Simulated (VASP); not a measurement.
## AlCu6: relaxation of cell and atoms with PBE

Crystal: AlCu6.

```
Al Cu
1.0
     5.32239    0.00000    0.00000
     0.00000    5.32239    0.00000
     0.00000    0.00000    3.40015
Al Cu
1 6
Direct
  0.00000 0.00000 0.50000
  0.25013 0.50000 0.00000
  0.74987 0.50000 0.00000
  0.50000 0.25013 0.00000
  0.50000 0.74987 0.00000
  0.00000 0.50000 0.50000
  0.50000 0.00000 0.50000
```

The cell was generated, and may not be a known phase.

| Property | Result |
| --- | --- |
| Program | VASP 6.6.1 |
| Task | relaxation of cell and atoms |
| Functional | PBE |
| Potentials or basis | VASP PAW PBE potentials, release 64 (Al, Cu) |
| Cutoff | 600 eV |
| k mesh | 3 × 3 × 5 |
| Occupations | gaussian, width 0.2 eV |
| Spin | no spin polarisation |
| Dipole correction | no |
| Further INCAR settings | ALGO = Normal; EDIFF = 1e-07; IBRION = 2; EDIFFG = -0.08; NSW = 36; ISIF = 3 |

```json
{
 "Relaxed volume": "18.15 Å³/atom",
 "Relaxed cell": "a = 5.509 Å, b = 5.509 Å, c = 4.186 Å, α = 90.00°, β = 90.00°, γ = 90.00°",
 "Space group after relaxing (to 0.1 Å)": "P4/mmm (No. 123)",
 "Energy gained by relaxing": "864.8 meV/atom",
 "Ionic steps": "13",
 "Pressure after relaxing": "-0.3 GPa",
 "Largest force after relaxing": "0.014 eV/Å",
 "Band gap on the k mesh": "zero (an odd number of electrons rules out a gap without spin polarisation)"
}
```

Forces in eV/Å, atoms in the order of the input:
```
Al   0.000  0.000  0.000
Cu   0.014  0.000  0.000
Cu  -0.014  0.000  0.000
Cu   0.000  0.014  0.000
Cu   0.000 -0.014  0.000
Cu   0.000  0.000  0.000
Cu   0.000  0.000  0.000
```

Step by step:
```
step  energy change (eV)  largest force (eV/Å)  pressure (GPa)  volume (Å³)
   1              0.0000                9.1948           48.64        96.32
   2             -2.3191                3.1276            2.01       166.64
   3             -2.9872                2.9299            1.69       155.97
   4             -3.5492                2.8065            2.13       147.05
   5             -4.7644                1.9536            9.05       119.95
   6             -5.5212                0.1699           -4.77       141.63
   7             -5.5840                0.1870           -2.55       135.88
   8             -5.7816                0.2678           -1.27       131.24
   9             -5.8680                0.8986            0.68       126.37
  10             -6.0109                0.4561            1.10       124.66
  11             -6.0375                0.0060            1.73       123.43
  12             -6.0384                0.0675            1.65       123.60
  13             -6.0537                0.0136           -0.27       127.06
```

Final structure:
```xyz
7
Lattice="5.5091 0.0000 0.0000 0.0000 5.5091 0.0000 0.0000 0.0000 4.1864" Properties=species:S:1:pos:R:3 pbc="T T T"
Al    0.0000    0.0000    2.0932
Cu    1.1456    2.7545    0.0000
Cu    4.3635    2.7545    0.0000
Cu    2.7545    1.1456    0.0000
Cu    2.7545    4.3635    0.0000
Cu    0.0000    2.7545    2.0932
Cu    2.7545    0.0000    2.0932
```

Levels at points of the mesh, in eV from the Fermi level:
| k point | band 31 | band 32 | band 33 | band 34 | band 35 | band 36 | band 37 | band 38 |
| --- | --- | --- | --- | --- | --- | --- | --- | --- |
| (0.00, 0.00, 0.00) | -1.06 | -1.04 | -1.04 | -1.01 | -0.76 | 0.83 | 2.23 | 3.19 |

Run time: 26 min on 1 thread of Intel Xeon 8259CL (shared host), peak memory 0.27 GiB.

Caveat: the k points lie up to 0.38 Å⁻¹ apart in the final cell, too coarse for converged energies and pressures of a metal; the volume moved by over 15 % at a fixed basis, so the end points are rough.
